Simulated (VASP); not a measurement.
# BaTiO3 (P4mm) in VASP: single point with PBE

Aim: the single point of BaTiO3 with PBE.

Program: VASP 6.6.1. These are calculated values, not measurements. Logs are shortened: lines on timing, memory, paths and dates and some standing lists are left out, and cuts for length are marked.

**1. The cell of the first run**

Symmetry: P4mm, No. 99, tetragonal system. The conventional cell has a = 4.000 Å, b = 4.000 Å, c = 4.018 Å, α = 90.00°, β = 90.00°, γ = 90.00°. Ba (site symmetry 4mm) has 12 O at 2.79 to 2.88 Å and 8 Ti at 3.44 to 3.50 Å within 3.7 Å. Ti (site symmetry 4mm) has 6 O at 1.85 to 2.17 Å within 2.5 Å. Within 2.5 Å of O (site symmetry 4mm) lie 2 Ti at 1.85 to 2.17 Å. O (site symmetry 2mm) has 2 Ti at 2.00 Å within 2.7 Å.

**2. Single point, PBE**

INCAR reads:

```
SYSTEM = BaTiO3
ALGO = Normal
EDIFF = 1E-6
ENCUT = 600
GGA = PE
GGA_COMPAT = .FALSE.
ISIF = 2
ISMEAR = 0
LASPH = .TRUE.
LCHARG = .FALSE.
LREAL = .FALSE.
LWAVE = .FALSE.
NBANDS = 28
NELM = 120
PREC = Accurate
SIGMA = 0.01
```

KPOINTS reads:

```
k-points
0
G
  6 6 6
  0 0 0
```

POSCAR reads:

```
BaTiO3
1.0
    3.9998000000      0.0000000000      0.0000000000
    0.0000000000      3.9998000000      0.0000000000
    0.0000000000      0.0000000000      4.0180000000
Ba Ti O
1 1 3
Direct
    0.0000000000      0.0000000000     -0.0000067764
    0.5000000000      0.5000000000      0.4856193147
    0.5000000000      0.5000000000      0.0253484569
    0.5000000000      0.0000000000      0.5160195024
    0.0000000000      0.5000000000      0.5160195024
```

Potentials or basis: VASP PAW PBE potentials, release 64 (Ba_sv, Ti_sv, O).

On the command line:

```console
> cat potpaw_PBE.64/Ba_sv/POTCAR potpaw_PBE.64/Ti_sv/POTCAR potpaw_PBE.64/O/POTCAR > POTCAR
> mpirun -np 1 vasp_std > vasp.out
```

OUTCAR:

```text
SYSTEM = BaTiO3
   EDIFF = 1E-6
   ENCUT = 600
   GGA = PE
   ISIF = 2
   ISMEAR = 0
   LASPH = .TRUE.
   LREAL = .FALSE.
   NELM = 120
   PREC = Accurate

 ion  position               nearest neighbor table
   1  0.000  0.000  1.000-   4 2.79   5 2.79   5 2.79   4 2.79   3 2.83   3 2.83   3 2.83   3 2.83
                             4 2.88   5 2.88   5 2.88   4 2.88   2 3.44   2 3.44   2 3.44   2 3.44
   2  0.500  0.500  0.486-   3 1.85   4 2.00   5 2.00   4 2.00   5 2.00   3 2.17   1 3.44   1 3.44
                             1 3.44   1 3.44   1 3.50   1 3.50   1 3.50   1 3.50
   3  0.500  0.500  0.025-   2 1.85   2 2.17   1 2.83   1 2.83   1 2.83   1 2.83
   4  0.500  0.000  0.516-   2 2.00   2 2.00   1 2.79   1 2.79   1 2.88   1 2.88
   5  0.000  0.500  0.516-   2 2.00   2 2.00   1 2.79   1 2.79   1 2.88   1 2.88

  LATTYP: Found a simple tetragonal cell.
 ALAT       =     3.9998000000
 C/A-ratio  =     1.0045502275

  Lattice vectors:

 A1 = (   3.9998000000,   0.0000000000,   0.0000000000)
 A2 = (   0.0000000000,   3.9998000000,   0.0000000000)
 A3 = (   0.0000000000,   0.0000000000,   4.0180000000)

Analysis of symmetry for initial positions (statically):
=====================================================================
 Subroutine PRICEL returns:
 Original cell was already a primitive cell.

 Routine SETGRP: Setting up the symmetry group for a
 simple tetragonal supercell.

 Subroutine GETGRP returns: Found  8 space group operations
 (whereof  8 operations were pure point group operations)
 out of a pool of 16 trial point group operations.

The static configuration has the point symmetry C_4v.

Analysis of symmetry for dynamics (positions and initial velocities):
=====================================================================
 Subroutine PRICEL returns:
 Original cell was already a primitive cell.

 Routine SETGRP: Setting up the symmetry group for a
 simple tetragonal supercell.

 Subroutine GETGRP returns: Found  8 space group operations
 (whereof  8 operations were pure point group operations)
 out of a pool of 16 trial point group operations.

The dynamic configuration has the point symmetry C_4v.

 Subroutine INISYM returns: Found  8 space group operations
 (whereof  8 operations are pure point group operations),
 and found     1 'primitive' translations

----------------------------------------------------------------------------------------

                                     Primitive cell

  volume of cell :      64.2816

  direct lattice vectors                    reciprocal lattice vectors
     3.999800000  0.000000000  0.000000000     0.250012501  0.000000000  0.000000000
     0.000000000  3.999800000  0.000000000     0.000000000  0.250012501  0.000000000
     0.000000000  0.000000000  4.018000000     0.000000000  0.000000000  0.248880040

  length of vectors
     3.999800000  3.999800000  4.018000000     0.250012501  0.250012501  0.248880040

  position of ions in fractional coordinates (direct lattice)
     0.000000000  0.000000000  0.999993224
     0.500000000  0.500000000  0.485619315
     0.500000000  0.500000000  0.025348457
     0.500000000  0.000000000  0.516019502
     0.000000000  0.500000000  0.516019502

  ion indices of the primitive-cell ions
   primitive index   ion index
                 1           1
                 2           2
                 3           3
                 4           4
                 5           5

----------------------------------------------------------------------------------------

 KPOINTS: k-points

Automatic generation of k-mesh.
 Grid dimensions read from file:
 generate k-points for:    6    6    6

 Generating k-lattice:

  Cartesian coordinates                     Fractional coordinates (reciprocal lattice)
     0.041668750  0.000000000  0.000000000     0.166666667  0.000000000  0.000000000
     0.000000000  0.041668750  0.000000000     0.000000000  0.166666667  0.000000000
     0.000000000  0.000000000  0.041480007     0.000000000  0.000000000  0.166666667

  Length of vectors
     0.041668750  0.041668750  0.041480007

  Shift w.r.t. Gamma in fractional coordinates (k-lattice)
     0.000000000  0.000000000  0.000000000

 Subroutine IBZKPT returns following result:
 ===========================================

 Found     40 irreducible k-points:

 Following reciprocal coordinates:
            Coordinates               Weight
  0.000000  0.000000  0.000000      1.000000
  0.166667  0.000000  0.000000      4.000000
  0.333333  0.000000  0.000000      4.000000
  0.500000  0.000000  0.000000      2.000000
  0.166667  0.166667  0.000000      4.000000
  0.333333  0.166667  0.000000      8.000000
[... 16 lines left out ...]
  0.333333  0.000000  0.333333      8.000000
  0.500000  0.000000  0.333333      4.000000
 [... further k-points ...]
   k-points           NKPTS =     40   k-points in BZ     NKDIM =     40   number of bands    NBANDS=     28
   number of dos      NEDOS =    301   number of ions     NIONS =      5
   total plane-waves  NPLWV =  32768
   dimension x,y,z NGX =    32 NGY =   32 NGZ =   32
   dimension x,y,z NGXF=    64 NGYF=   64 NGZF=   64
   ions per type =               1   1   3
   NGX,Y,Z   is equivalent  to a cutoff of  13.30, 13.30, 13.24 a.u.
   NGXF,Y,Z  is equivalent  to a cutoff of  26.60, 26.60, 26.48 a.u.
 SYSTEM =  BaTiO3
   PREC   = accura    normal or accurate (medium, high low for compatibility)
   ISTART =      0    job   : 0-new  1-cont  2-samecut
   ICHARG =      2    charge: 1-file 2-atom 10-const
   ISPIN  =      1    spin polarized calculation?
   LNONCOLLINEAR =      F non collinear calculations
   LSORBIT =      F    spin-orbit coupling
   LASPH  =      T    aspherical Exc in radial PAW
   ENCUT  =  600.0 eV  44.10 Ry    6.64 a.u.   7.99  7.99  8.02*2*pi/ulx,y,z
   NELM   =    120;   NELMIN=  2; NELMDL= -5     # of ELM steps
   EDIFF  = 0.1E-05   stopping-criterion for ELM
   LREAL  =      F    real-space projection
   EDIFFG = 0.1E-04   stopping-criterion for IOM
   NSW    =      0    number of steps for IOM
   IBRION =     -1    ionic relax: 0-MD 1-quasi-New 2-CG
   NFREE  =      0    steps in history (QN), initial steepest desc. (CG)
   ISIF   =      2    stress and relaxation
   ISYM   =      2    0-nonsym 1-usesym 2-fastsym
   POTIM  = 0.5000    time-step for ionic-motion
   TEBEG  =    0.0;   TEEND  =   0.0 temperature during run
   PSTRESS=    0.0 pullay stress
   NELECT =      40.0000    total number of electrons
   NUPDOWN=      -1.0000    fix difference up-down
   EMIN   =  10.00;   EMAX   =-10.00  energy-range for DOS
   EFERMI =   0.00;   METHOD = LEGACY
   ISMEAR =     0;   SIGMA  =   0.01  broadening in eV -4-tet -1-fermi 0-gaus
   EFERMI_NEDOS =   21; number of points for ismear=-14 and -15
   IALGO  =     38    algorithm
   IMIX   =      4    mixing-type and parameters
     AMIX     =   0.40;   BMIX     =  1.00
     AMIX_MAG =   1.60;   BMIX_MAG =  1.00
  volume/ion in A,a.u.               =      12.86        86.76
  Fermi-wavevector in a.u.,A,eV,Ry     =   1.397653  2.641181 26.578078  1.953434
  Thomas-Fermi vector in A             =   2.520888
   LORBIT       =      0    0 simple, 1 ext, 2 COOP (PROOUT), +10 PAW based schemes
   GGA     = PE    functional components
   LHFCALC =     F    Hartree Fock is set to
   AEXX    =    0.0000 exact exchange contribution
   IVDW    =     0    specifies the selected vdW correction
   LEPSILON=     F    determine dielectric tensor
   LRPA    =     F    only Hartree local field effects (RPA)
 non-spin polarized calculation
 Gauss-broadening in eV      SIGMA  =   0.01
  energy-cutoff  :      600.00
  volume of cell :       64.28
 maximum number of plane-waves:      2176
 NGX is ok and might be reduce to    32
   NGX = 15   NGY = 15   NGZ = 17

 number of electron      39.9999995 magnetization

 Free energy of the ion-electron system (eV)
  ---------------------------------------------------
  ext. energy  EPLUGINS =         0.00000000
  ---------------------------------------------------
  free energy    TOTEN  =       -39.99342489 eV

  energy without entropy =      -39.99342489  energy(sigma->0) =      -39.99342489

 E-fermi :   3.9499     XC(G=0): -11.2376

 val. band max:        3.8737809568   @ k =   0.5000   0.5000   0.5000
 cond. band min:       5.6653695544   @ k =   0.0000   0.0000   0.0000
 fundamental gap:      1.7915885976
 Fermi energy:         3.9498954596

 k-point     1 :       0.0000    0.0000    0.0000
  band No.  band energies     occupation
      1     -52.6913      2.00000
      2     -28.9652      2.00000
      3     -28.9023      2.00000
      4     -28.9023      2.00000
      5     -21.0249      2.00000
      6     -13.0799      2.00000
[... 20 lines left out ...]
     27       8.8911      0.00000
     28      11.1379      0.00000

 k-point     2 :       0.1667    0.0000    0.0000
  band No.  band energies     occupation
      1     -52.6911      2.00000
      2     -28.9647      2.00000
      3     -28.9156      2.00000
      4     -28.9018      2.00000
      5     -20.9957      2.00000
      6     -13.1111      2.00000
[... 20 lines left out ...]
     27       9.4009      0.00000
     28      11.7867      0.00000

 k-point     3 :       0.3333    0.0000    0.0000
  band No.  band energies     occupation
      1     -52.6905      2.00000
      2     -28.9637      2.00000
      3     -28.9420      2.00000
      4     -28.9008      2.00000
      5     -20.9360      2.00000
      6     -13.2424      2.00000
[... 20 lines left out ...]
     27      10.6189      0.00000
     28      12.0962      0.00000

 k-point     4 :       0.5000    0.0000    0.0000
  band No.  band energies     occupation
      1     -52.6903      2.00000
      2     -28.9632      2.00000
      3     -28.9551      2.00000
      4     -28.9003      2.00000
      5     -20.9056      2.00000
      6     -13.3259      2.00000
[... 578 lines left out ...]
     27      11.1197      0.00000
     28      12.4362      0.00000

 k-point    23 :       0.3333    0.0000    0.3333
  band No.  band energies     occupation
      1     -52.6898      2.00000
      2     -29.0011      2.00000
      3     -28.9397      2.00000
      4     -28.8994      2.00000
      5     -20.8736      2.00000
      6     -12.9241      2.00000
[... 20 lines left out ...]
     27      12.2085      0.00000
     28      12.4889      0.00000

 k-point    24 :       0.5000    0.0000    0.3333
  band No.  band energies     occupation
      1     -52.6896      2.00000
      2     -29.0003      2.00000
      3     -28.9526      2.00000
      4     -28.8989      2.00000
      5     -20.8512      2.00000
      6     -12.8904      2.00000
[... 20 lines left out ...]
     27      11.9854      0.00000
     28      13.2652      0.00000

 [... further k-points ...]
[... 5 lines left out ...]
  --------------------------------------------------------------------------------------
  -------------------------------------------------------------------------------------
  Total        1.5835973      1.5835973      2.6023233      0.0000000      0.0000000      0.0000000
  in kB       39.4701575     39.4701575     64.8612556      0.0000000      0.0000000      0.0000000
  external PRESSURE =      47.9338569 kB  Pullay stress =       0.0000000 kB

 VOLUME and BASIS-vectors are now :
 -----------------------------------------------------------------------------
  energy-cutoff  :      600.00
  volume of cell :       64.28
      direct lattice vectors                 reciprocal lattice vectors
     3.999800000  0.000000000  0.000000000     0.250012501  0.000000000  0.000000000
     0.000000000  3.999800000  0.000000000     0.000000000  0.250012501  0.000000000
     0.000000000  0.000000000  4.018000000     0.000000000  0.000000000  0.248880040

 POSITION                                       TOTAL-FORCE (eV/Angst)
 -----------------------------------------------------------------------------------
      0.00000      0.00000      4.01797         0.000000      0.000000      0.028430
      1.99990      1.99990      1.95122         0.000000     -0.000000      0.051397
      1.99990      1.99990      0.10185         0.000000      0.000000     -0.056108
      1.99990      0.00000      2.07337         0.000000      0.000000     -0.011859
      0.00000      1.99990      2.07337         0.000000      0.000000     -0.011859
 -----------------------------------------------------------------------------------
    total drift:                                0.000000     -0.000000      0.000321

  FREE ENERGIE OF THE ION-ELECTRON SYSTEM (eV)
  ---------------------------------------------------
  free  energy   TOTEN  =       -39.9934248942 eV

  energy  without entropy=      -39.9934248942  energy(sigma->0) =      -39.99342489
```

It took 70 s on 1 thread of Intel Xeon 6975P-C, shared host; peak memory 0.24 GiB.

What came out:

```yaml
Free_energy: -39.9934 eV
Pressure: 4.8 GPa
Largest_force: 0.056 eV/Å
Band_gap_on_the_k_mesh: 1.79 eV, indirect (least direct gap 2.14 eV)
```

Forces on the atoms (eV/Å):
```
Ba   0.000  0.000  0.028
Ti   0.000  0.000  0.051
O    0.000  0.000 -0.056
O    0.000  0.000 -0.012
O    0.000  0.000 -0.012
```

Stress tensor (GPa, compression positive):
```
3.95 0.00 0.00
0.00 3.95 0.00
0.00 0.00 6.49
```

Levels at points of the mesh, in eV from the valence-band top:
| k point | band 17 | band 18 | band 19 | band 20 | band 21 | band 22 | band 23 | band 24 |
| --- | --- | --- | --- | --- | --- | --- | --- | --- |
| (0.00, 0.00, 0.00) | -1.15 | -0.41 | -0.35 | -0.35 | 1.79 | 2.12 | 2.12 | 4.00 |
| (0.50, 0.00, 0.00) | -1.83 | -1.68 | -1.06 | -0.93 | 2.24 | 3.50 | 3.56 | 4.12 |
| (0.50, 0.50, 0.00) | -1.81 | -1.06 | -1.06 | -0.09 | 3.58 | 3.58 | 3.94 | 4.70 |
| (0.00, 0.00, 0.50) | -1.97 | -1.95 | -0.71 | -0.71 | 1.95 | 3.61 | 3.61 | 4.00 |
| (0.50, 0.00, 0.50) | -1.74 | -0.92 | -0.89 | -0.22 | 3.53 | 3.62 | 3.95 | 4.84 |
| (0.50, 0.50, 0.50) | -2.42 | -0.14 | -0.14 | 0.00 | 4.17 | 4.19 | 4.19 | 6.45 |

Caveat: spin-orbit coupling is left out, which moves the levels of the heavy elements.
